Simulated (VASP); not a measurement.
Input of a VASP 6.6.1 run:

Contents of INCAR:

```
PREC = Accurate
ENCUT = 520
EDIFF = 1E-6
ISMEAR = -1
SIGMA = 0.02
LREAL = F
LASPH = T
NELM = 80
ALGO = Normal
ISIF = 2
LWAVE = F
LCHARG = F
GGA = PE
NBANDS = 17
```

The input KPOINTS:

```
Automatic mesh
0
Gamma
  6 6 6
```

File POSCAR:

```
SnTe
1.0
    0.0000000000      3.5431265900      3.5431265900
    3.5431265900      0.0000000000      3.5431265900
    3.5431265900      3.5431265900      0.0000000000
Sn Te
1 1
Direct
    0.0000000000      0.0000000000      0.0000000000
    0.2500000000      0.2500000000      0.2500000000
```

Potentials or basis: VASP PAW PBE potentials, release 64 (Sn_d, Te).

Launch:

```sh
$ cat potpaw_PBE.64/Sn_d/POTCAR potpaw_PBE.64/Te/POTCAR > POTCAR
$ mpirun -np 1 vasp_std > vasp.out
```

(1) What does it give for the band gap on the k mesh?

(2) Estimate the pressure.

Answers

(1) 0.14 eV (least direct gap 0.73 eV).

(2) 1.5 GPa.

Caveat: the cell differs from its parent crystal (strain -1.1%); spin-orbit coupling is left out, which moves the levels of the heavy elements.
